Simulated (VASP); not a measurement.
# Rh (Fm-3m) in VASP: notebook, part 2 of 2

VASP 6.6.1. The steps go on from the part before.

## (4) Single point, PBE

This run uses another cell than the first one, of 13.67 Å³/atom.

The input, INCAR:

```
ALGO     = Fast           # electronic algorithm
EDIFF    = 1E-6           # SCF threshold, eV
ENCUT    = 520            # plane-wave cutoff, eV
GGA      = PE             # functional
ISIF     = 2              # what is computed and relaxed
ISMEAR   = 0              # smearing method
LASPH    = T              # aspherical terms in the spheres
LCHARG   = F              # write CHGCAR
LREAL    = F              # projectors in reciprocal space
LWAVE    = F              # write WAVECAR
NBANDS   = 14             # bands
NELM     = 80             # most SCF steps
PREC     = Accurate       # precision mode
SIGMA    = 0.018000000000000002 # smearing width, eV
```

The input, KPOINTS:

```
k-points
0
Gamma
  12 12 12
```

The input, POSCAR:

```
Rh
1.0
    0.0000000000      1.8978500000      1.8978500000
    1.8978500000      0.0000000000      1.8978500000
    1.8978500000      1.8978500000      0.0000000000
Rh
1
Direct
    0.0000000000      0.0000000000      0.0000000000
```

Potentials or basis: VASP PAW PBE potentials, release 64 (Rh_pv).

On the command line:

```console
$ cat potpaw_PBE.64/Rh_pv/POTCAR > POTCAR
$ mpirun -np 1 vasp_std > vasp.out
```

OUTCAR:

```text
EDIFF = 1E-6
   ENCUT = 520
   GGA = PE
   ISIF = 2
   ISMEAR = 0
   LASPH = T
   LREAL = F
   NELM = 80
   PREC = Accurate

 ion  position               nearest neighbor table
   1  0.000  0.000  0.000-

  LATTYP: Found a face centered cubic cell.
 ALAT       =     3.7957000000

  Lattice vectors:

 A1 = (   0.0000000000,   1.8978500000,   1.8978500000)
 A2 = (   1.8978500000,   0.0000000000,   1.8978500000)
 A3 = (   1.8978500000,   1.8978500000,   0.0000000000)

Analysis of symmetry for initial positions (statically):
=====================================================================
 Subroutine PRICEL returns:
 Original cell was already a primitive cell.

 Routine SETGRP: Setting up the symmetry group for a
 face centered cubic supercell.

 Subroutine GETGRP returns: Found 48 space group operations
 (whereof 48 operations were pure point group operations)
 out of a pool of 48 trial point group operations.

The static configuration has the point symmetry O_h .

Analysis of symmetry for dynamics (positions and initial velocities):
=====================================================================
 Subroutine PRICEL returns:
 Original cell was already a primitive cell.

 Routine SETGRP: Setting up the symmetry group for a
 face centered cubic supercell.

 Subroutine GETGRP returns: Found 48 space group operations
 (whereof 48 operations were pure point group operations)
 out of a pool of 48 trial point group operations.

The dynamic configuration has the point symmetry O_h .

 Subroutine INISYM returns: Found 48 space group operations
 (whereof 48 operations are pure point group operations),
 and found     1 'primitive' translations

----------------------------------------------------------------------------------------

                                     Primitive cell

  volume of cell :      13.6715

  direct lattice vectors                    reciprocal lattice vectors
     0.000000000  1.897850000  1.897850000    -0.263456016  0.263456016  0.263456016
     1.897850000  0.000000000  1.897850000     0.263456016 -0.263456016  0.263456016
     1.897850000  1.897850000  0.000000000     0.263456016  0.263456016 -0.263456016

  length of vectors
     2.683965209  2.683965209  2.683965209     0.456319205  0.456319205  0.456319205

  position of ions in fractional coordinates (direct lattice)
     0.000000000  0.000000000  0.000000000

  ion indices of the primitive-cell ions
   primitive index   ion index
                 1           1

----------------------------------------------------------------------------------------

 KPOINTS: k-points

Automatic generation of k-mesh.
 Grid dimensions read from file:
 generate k-points for:   12   12   12

 Generating k-lattice:

  Cartesian coordinates                     Fractional coordinates (reciprocal lattice)
    -0.021954668  0.021954668  0.021954668     0.083333333  0.000000000  0.000000000
     0.021954668 -0.021954668  0.021954668     0.000000000  0.083333333  0.000000000
     0.021954668  0.021954668 -0.021954668     0.000000000  0.000000000  0.083333333

  Length of vectors
     0.038026600  0.038026600  0.038026600

  Shift w.r.t. Gamma in fractional coordinates (k-lattice)
     0.000000000  0.000000000  0.000000000

 Subroutine IBZKPT returns following result:
 ===========================================

 Found     72 irreducible k-points:

 Following reciprocal coordinates:
            Coordinates               Weight
  0.000000  0.000000  0.000000      1.000000
  0.083333  0.000000  0.000000      8.000000
  0.166667  0.000000  0.000000      8.000000
  0.250000  0.000000  0.000000      8.000000
  0.333333  0.000000  0.000000      8.000000
  0.416667  0.000000  0.000000      8.000000
[... 16 lines left out ...]
  0.500000  0.166667  0.000000     24.000000
 -0.416667  0.166667  0.000000     24.000000
 [... further k-points ...]
   k-points           NKPTS =     72   k-points in BZ     NKDIM =     72   number of bands    NBANDS=     14
   number of dos      NEDOS =    301   number of ions     NIONS =      1
   total plane-waves  NPLWV =   8000
   dimension x,y,z NGX =    20 NGY =   20 NGZ =   20
   dimension x,y,z NGXF=    40 NGYF=   40 NGZF=   40
   ions per type =               1
   NGX,Y,Z   is equivalent  to a cutoff of  12.39, 12.39, 12.39 a.u.
   NGXF,Y,Z  is equivalent  to a cutoff of  24.78, 24.78, 24.78 a.u.
 SYSTEM =  unknown system
   PREC   = accura    normal or accurate (medium, high low for compatibility)
   ISTART =      0    job   : 0-new  1-cont  2-samecut
   ICHARG =      2    charge: 1-file 2-atom 10-const
   ISPIN  =      1    spin polarized calculation?
   LNONCOLLINEAR =      F non collinear calculations
   LSORBIT =      F    spin-orbit coupling
   LASPH  =      T    aspherical Exc in radial PAW
   ENCUT  =  520.0 eV  38.22 Ry    6.18 a.u.   4.99  4.99  4.99*2*pi/ulx,y,z
   NELM   =     80;   NELMIN=  2; NELMDL= -5     # of ELM steps
   EDIFF  = 0.1E-05   stopping-criterion for ELM
   LREAL  =      F    real-space projection
   EDIFFG = 0.1E-04   stopping-criterion for IOM
   NSW    =      0    number of steps for IOM
   IBRION =     -1    ionic relax: 0-MD 1-quasi-New 2-CG
   NFREE  =      0    steps in history (QN), initial steepest desc. (CG)
   ISIF   =      2    stress and relaxation
   ISYM   =      2    0-nonsym 1-usesym 2-fastsym
   POTIM  = 0.5000    time-step for ionic-motion
   TEBEG  =    0.0;   TEEND  =   0.0 temperature during run
   PSTRESS=    0.0 pullay stress
   NELECT =      15.0000    total number of electrons
   NUPDOWN=      -1.0000    fix difference up-down
   EMIN   =  10.00;   EMAX   =-10.00  energy-range for DOS
   EFERMI =   0.00;   METHOD = LEGACY
   ISMEAR =     0;   SIGMA  =   0.02  broadening in eV -4-tet -1-fermi 0-gaus
   EFERMI_NEDOS =   21; number of points for ismear=-14 and -15
   IALGO  =     68    algorithm
   IMIX   =      4    mixing-type and parameters
     AMIX     =   0.40;   BMIX     =  1.00
     AMIX_MAG =   1.60;   BMIX_MAG =  1.00
  volume/ion in A,a.u.               =      13.67        92.26
  Fermi-wavevector in a.u.,A,eV,Ry     =   1.688496  3.190795 38.790465  2.851019
  Thomas-Fermi vector in A             =   2.770792
   LORBIT       =      0    0 simple, 1 ext, 2 COOP (PROOUT), +10 PAW based schemes
   GGA     = PE    functional components
   LHFCALC =     F    Hartree Fock is set to
   AEXX    =    0.0000 exact exchange contribution
   IVDW    =     0    specifies the selected vdW correction
   LEPSILON=     F    determine dielectric tensor
   LRPA    =     F    only Hartree local field effects (RPA)
 non-spin polarized calculation
 RMM-DIIS sequential band-by-band and
 Gauss-broadening in eV      SIGMA  =   0.02
  energy-cutoff  :      520.00
  volume of cell :       13.67
 maximum number of plane-waves:       380
   NGX =  9   NGY =  9   NGZ =  9

 number of electron      15.0000007 magnetization

 Free energy of the ion-electron system (eV)
  ---------------------------------------------------
  ext. energy  EPLUGINS =         0.00000000
  ---------------------------------------------------
  free energy    TOTEN  =        -7.25249281 eV

  energy without entropy =       -7.25213165  energy(sigma->0) =       -7.25231223

 E-fermi :  12.0603     XC(G=0): -14.0712

 val. band max:       12.0444439440   @ k =   0.3333   0.1667   0.0000
 cond. band min:      12.0711825692   @ k =   0.5000   0.4167   0.0000
 fundamental gap:      0.0267386251
 Fermi energy:        12.0602764167

 k-point     1 :       0.0000    0.0000    0.0000
  band No.  band energies     occupation
      1     -34.4037      2.00000
      2     -34.4037      2.00000
      3     -34.4037      2.00000
      4       4.0068      2.00000
      5       8.8902      2.00000
      6       8.8902      2.00000
      7       8.8902      2.00000
      8      10.9923      2.00000
      9      10.9923      2.00000
     10      28.0011      0.00000
     11      32.4786      0.00000
     12      33.4934      0.00000
     13      33.4934      0.00000
     14      33.4934      0.00000
[... 375 lines left out ...]
 k-point    24 :      -0.4167    0.1667    0.0000
  band No.  band energies     occupation
      1     -35.0806      2.00000
      2     -34.6425      2.00000
      3     -34.5345      2.00000
      4       6.5718      2.00000
      5       8.2222      2.00000
      6       9.4886      2.00000
      7       9.9236      2.00000
      8      12.2528      0.00000
      9      16.1453      0.00000
     10      20.7944      0.00000
     11      28.0745      0.00000
     12      30.9579      0.00000
     13      32.4811      0.00000
     14      32.6427      0.00000

 [... further k-points ...]

------------------------ aborting loop because EDIFF is reached ----------------------------------------

  FORCE on cell =-STRESS in cart. coord.  units (eV):
  Direction    XX          YY          ZZ          XY          YZ          ZX
  --------------------------------------------------------------------------------------
  -------------------------------------------------------------------------------------
  Total        0.6258272      0.6258272      0.6258272      0.0000000      0.0000000     -0.0000000
  in kB       73.3414267     73.3414267     73.3414267      0.0000000      0.0000000     -0.0000000
  external PRESSURE =      73.3414267 kB  Pullay stress =       0.0000000 kB

 VOLUME and BASIS-vectors are now :
 -----------------------------------------------------------------------------
  energy-cutoff  :      520.00
  volume of cell :       13.67
      direct lattice vectors                 reciprocal lattice vectors
     0.000000000  1.897850000  1.897850000    -0.263456016  0.263456016  0.263456016
     1.897850000  0.000000000  1.897850000     0.263456016 -0.263456016  0.263456016
     1.897850000  1.897850000  0.000000000     0.263456016  0.263456016 -0.263456016

 POSITION                                       TOTAL-FORCE (eV/Angst)
 -----------------------------------------------------------------------------------
      0.00000      0.00000      0.00000        -0.000000      0.000000      0.000000
 -----------------------------------------------------------------------------------
    total drift:                                0.000000     -0.000000      0.000000

  FREE ENERGIE OF THE ION-ELECTRON SYSTEM (eV)
  ---------------------------------------------------
  free  energy   TOTEN  =        -7.2524928054 eV

  energy  without entropy=       -7.2521316467  energy(sigma->0) =       -7.25231223
```

Wall time 9.4 s (1 thread of Intel Xeon Platinum 8488C (Sapphire Rapids), shared host); peak memory 0.13 GiB.

Results:

| Item | Value |
| --- | --- |
| Free energy | -7.2525 eV |
| Pressure | 7.3 GPa |
| Band gap on the k mesh | zero (an odd number of electrons rules out a gap without spin polarisation) |

Caveat: the cell stands under pressure.

## (5) Single point, PBE

This run uses another cell than the first one, of 13.67 Å³/atom.

The input, INCAR:

```
SYSTEM = Rh
  PREC = Accurate
  ENCUT = 520
  EDIFF = 1E-7
  ISMEAR = 0
  SIGMA = 0.022
  LREAL = .False.
  LASPH = .True.
  NELM = 60
  ALGO = Fast
  ISIF = 2
  LWAVE = .False.
  LCHARG = .False.
  GGA = PE
  NBANDS = 14
```

The input, KPOINTS:

```
regular mesh
0
Gamma
  12 12 12
  0 0 0
```

POSCAR is that of step 4.

On the command line:

```console
$ cat potpaw_PBE.64/Rh_pv/POTCAR > POTCAR
$ mpirun -np 1 vasp_std > vasp.out
```

Run time: 12 s. Hardware: 1 thread of Intel Xeon Platinum 8488C (Sapphire Rapids), shared host; peak memory 0.13 GiB.

It converged, with:

* Free energy: -7.2526 eV
* Pressure: 7.3 GPa
* Band gap on the k mesh: zero (an odd number of electrons rules out a gap without spin polarisation)

Levels at points of the mesh, in eV from the Fermi level:
| k point | band 5 | band 6 | band 7 | band 8 | band 9 | band 10 |
| --- | --- | --- | --- | --- | --- | --- |
| (0.00, 0.00, 0.00) | -3.17 | -3.17 | -3.17 | -1.07 | -1.07 | 15.94 |
| (0.50, 0.00, 0.00) | -3.25 | -3.25 | 0.51 | 0.51 | 0.68 | 8.64 |
| (0.50, 0.50, 0.00) | -6.06 | 0.48 | 0.93 | 0.93 | 3.22 | 12.29 |

Caveat: the cell stands under pressure.

## (6) Overview

```tsv
task	level	cell	k mesh	cutoff (eV)	smearing	tolerance level	purpose	passes	dipole correction	grid for exact exchange (PRECFOCK)	gap on the mesh (eV)	pressure (GPa)
relaxation of cell and atoms	MS2	relaxed from a = 2.711 Å, angles 60.0°, 1 atom	16 × 16 × 16	640	methfessel-paxton 0.05 eV	standard	cell	3	-	-	none	0.0
single point	PBE0	a = 2.684 Å, angles 60.0°, 1 atom	6 × 6 × 6	520	fermi-dirac 0.05 eV	-	-	-	no	Normal	none	-2.6
single point	PBE	a = 2.684 Å, angles 60.0°, 1 atom	12 × 12 × 12	520	gaussian 0.018 eV	-	-	-	no	-	none	7.3
single point	PBE	a = 2.684 Å, angles 60.0°, 1 atom	12 × 12 × 12	520	gaussian 0.022 eV	-	-	-	no	-	none	7.3
```

Alike in all rows: potentials or basis VASP PAW PBE potentials, release 64 (Rh_pv); no spin polarisation.

Caveats: some runs use coarse meshes; the PAW data sets were made with another functional, which shifts forces and pressure a little (at least some runs); the cell stands under pressure (at least some runs).

Absolute energies hang on the potentials; compare differences alone.
